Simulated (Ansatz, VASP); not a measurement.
# Rb2BrCl: VASP beside Ansatz

Contents of INCAR:

```
SYSTEM = Rb2BrCl
PREC = Accurate ; ENCUT = 520
EDIFF = 1E-7 ; ISMEAR = 0
SIGMA = 0.01 ; LREAL = .FALSE.
LASPH = .TRUE. ; NELM = 60
ALGO = Normal ; ISIF = 2
LWAVE = .FALSE. ; LCHARG = .TRUE.
GGA = PE ; LELF = .TRUE.
LVHAR = .TRUE. ; NBANDS = 24
```

The input KPOINTS:

```
regular mesh
0
G
  6 6 6
  0 0 0
```

POSCAR

```
Rb2BrCl
1.0
    2.3904422400      1.3801224708      7.8205418499
   -2.3904422400      1.3801224708      7.8205418499
    0.0000000000     -2.7602449415      7.8205418499
Cl Br Rb
1 1 2
Direct
    1.0000000000      0.0000000000      0.0000000000
    0.5000000000      0.5000000000      0.5000000000
    0.2539867098      0.2539867098      0.2539867098
    0.7460132902      0.7460132902      0.7460132902
```

Input for Ansatz:

```yaml
crystal:
  lattice:
    - [2.39044224, 1.3801224708, 7.8205418499]
    - [-2.39044224, 1.3801224708, 7.8205418499]
    - [0.0, -2.7602449415, 7.8205418499]
  atoms:
    - { symbol: Cl, position: [1.0, 0.0, 0.0] }
    - { symbol: Br, position: [0.5, 0.5, 0.5] }
    - { symbol: Rb, position: [0.2539867098, 0.2539867098, 0.2539867098] }
    - { symbol: Rb, position: [0.7460132902, 0.7460132902, 0.7460132902] }
kpoints:
  mp_grid: { grid: [6, 6, 6] }
  band_path:
    path:
      - [0.0, 0.0, 0.0]
      - [0.5, 0.5, 0.5]
      - [0.8125712798, 0.1874287202, 0.5]
      - [0.5, -0.1874287202, 0.1874287202]
      - [0.5, 0.0, 0.0]
      - [0.3437143601, -0.3437143601, 0.0]
      - [0.6562856399, 0.0, 0.3437143601]
      - [0.5, 0.0, 0.5]
    npoints: 1
hamiltonian:
  xc: pbe
scf:
  occupations: { method: fixed }
  n_extra_bands: 5
output:
  forces: true
  stress: true
  eigenvalues: true
```

Alike in both runs: task single point; functional PBE; k mesh 6 × 6 × 6; no spin polarisation.

|  | VASP | Ansatz |
| --- | --- | --- |
| version | VASP 6.6.1 | Ansatz 0.2.0 |
| potentials or method | VASP PAW PBE potentials, release 64 (Cl, Br, Rb_sv) | plane waves, PAW |
| plane-wave cutoff (eV) | 520 | 420 |
| occupations | gaussian, width 0.01 eV | fixed |
| valence electrons in the cell | 32 | 32 |

```csv
,VASP,Ansatz,Ansatz less VASP
gap on the k mesh at the Fermi level (eV),4.44,4.44,+0.002
pressure (GPa),0.6,0.6,-0.02
```
